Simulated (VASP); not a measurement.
Write the native input for VASP 6.6.1 that does the following.

```
Task                   : single point
Functional             : PBE
Potentials or basis    : VASP PAW PBE potentials, release 64 (Ir)
Cutoff                 : 520 eV
k mesh                 : 8 × 8 × 8
Occupations            : gaussian, width 0.1 eV
Spin                   : no spin polarisation
Dipole correction      : no
Further INCAR settings : ALGO = Normal; EDIFF = 1e-07; NBANDS = 10
```

The structure of Ir lies in POSCAR:

```
Ir
1.0
   -1.5449968669      1.5449968669      1.5449968669
    1.5449968669     -1.5449968669      1.5449968669
    1.5449968669      1.5449968669     -1.5449968669
Ir
1
Direct
    0.0000000000      0.0000000000      0.0000000000
```

This cell differs from its parent crystal: Hf replaced by Ir, lengths x 0.883, strained.

These files were run (other wordings do the same):

INCAR

```
SYSTEM = Ir
PREC = Accurate ; ENCUT = 520
EDIFF = 1E-7 ; ISMEAR = 0
SIGMA = 0.1 ; LREAL = .False.
LASPH = .True. ; NELM = 60
ALGO = Normal ; ISIF = 2
LWAVE = .False. ; LCHARG = .False.
GGA = PE ; NBANDS = 10
```

KPOINTS

```
regular mesh
0
Gamma
  8 8 8
  0 0 0
```

Potentials or basis: VASP PAW PBE potentials, release 64 (Ir).

Launch:

```console
$ cat potpaw_PBE.64/Ir/POTCAR > POTCAR
$ mpirun -np 1 vasp_std > vasp.out
```

Results of the run:

- Pressure: 7.1 GPa

Caveat: the cell differs from its parent crystal (Hf replaced by Ir, lengths x 0.883, strained).

Wall time 6 s on 1 thread of AMD EPYC 9R45 (Zen 5), on a shared host, peak memory 0.1 GiB.
